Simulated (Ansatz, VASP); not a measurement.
Two plane-wave programs on Hf2N

```xyz
6
Lattice="5.6203 0.0000 0.0000 0.0000 5.6203 0.0000 0.0000 0.0000 3.1484" Properties=species:S:1:pos:R:3 pbc="T T T"
Hf    1.6354    1.6354    0.0000
Hf    3.9848    3.9848    0.0000
Hf    4.4456    1.1747    1.5742
Hf    1.1747    4.4456    1.5742
N     0.0000    0.0000    0.0000
N     2.8101    2.8101    1.5742
```

Alike in both runs: functional r2SCAN; k mesh 1 × 1 × 1; occupations gaussian, width 0.1 eV; no spin polarisation.

Ansatz relaxed the structure, and its values are those at the end. VASP's run is a single point on that final structure, the one shown.

|  | VASP | Ansatz |
| --- | --- | --- |
| version | VASP 6.6.1 | Ansatz 0.2.0 |
| potentials or method | VASP PAW PBE potentials, release 64 (Hf_pv, N), cutoff 520 eV | scalar-relativistic, plane waves, PAW |
| valence electrons in the cell | 50 | 114 |

```csv
,VASP,Ansatz,Ansatz less VASP
pressure (GPa),-0.5,0.0,+0.51
rms of the force components (eV/Å),0.007,0.001,-0.0058
```

VASP's potentials were made for PBE, not for r2SCAN. VASP's potentials hold 50 valence electrons a cell and Ansatz's 114, so a difference there can come from the potentials and not from the codes.

The k mesh is coarse, so the values compare programs but aren't converged. Neither program's run includes spin-orbit coupling.
